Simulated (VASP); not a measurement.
Write the native input for VASP 6.6.1 that does the following.

```yaml
Task: single point
Functional: PBE
Potentials_or_basis: VASP PAW PBE potentials, release 64 (Ti_sv, Mo_sv)
Cutoff: 520 eV
k_mesh: 4 × 4 × 4
Occupations: gaussian, width 0.2 eV
Spin: no spin polarisation
Dipole_correction: no
Further_INCAR_settings: ALGO = Fast; EDIFF = 1e-06; NBANDS = 42
```

The structure of TiMo4 lies in POSCAR:

```
TiMo4
1.0
    2.2354198632      1.2906202581      4.5634665794
   -2.2354198632      1.2906202581      4.5634665794
    0.0000000000     -2.5812405211      4.5634665780
Ti Mo
1 4
Direct
    0.0000000000      0.0000000000      0.0000000000
    0.2040649414      0.2040649414      0.2040649414
    0.5977584473      0.5977584473      0.5977584473
    0.7959350586      0.7959350586      0.7959350586
    0.4022415527      0.4022415527      0.4022415527
```

The input as run:

INCAR

```
SYSTEM = TiMo4
PREC     = Accurate       ! precision mode
ENCUT    = 520            ! plane-wave cutoff, eV
EDIFF    = 1E-6           ! SCF threshold, eV
ISMEAR   = 0              ! smearing method
SIGMA    = 0.2            ! smearing width, eV
LREAL    = .False.        ! projectors in reciprocal space
LASPH    = .True.         ! aspherical terms in the spheres
NELM     = 60             ! most SCF steps
ALGO     = Fast           ! electronic algorithm
ISIF     = 2              ! what is computed and relaxed
LWAVE    = .False.        ! write WAVECAR
LCHARG   = .False.        ! write CHGCAR
GGA      = PE             ! functional
NBANDS   = 42             ! bands
```

KPOINTS

```
regular mesh
0
Gamma
  4 4 4
  0 0 0
```

Potentials or basis: VASP PAW PBE potentials, release 64 (Ti_sv, Mo_sv).

Run with:

```console
$ cat potpaw_PBE.64/Ti_sv/POTCAR potpaw_PBE.64/Mo_sv/POTCAR > POTCAR
$ mpirun -np 1 vasp_std > vasp.out
```

Results of the run:

```json
{
  "Pressure": "0.4 GPa",
  "Largest force": "0.021 eV/Å",
  "Band gap on the k mesh": "zero (band 34 reaches 11.68 eV, above the bottom of band 35 at 11.03 eV)"
}
```

Caveat: the k points lie up to 0.42 Å⁻¹ apart.

It took 96 s on 1 thread of Intel(R) Xeon(R) Platinum 8488C (Sapphire Rapids) (shared host), peak memory 0.25 GiB.
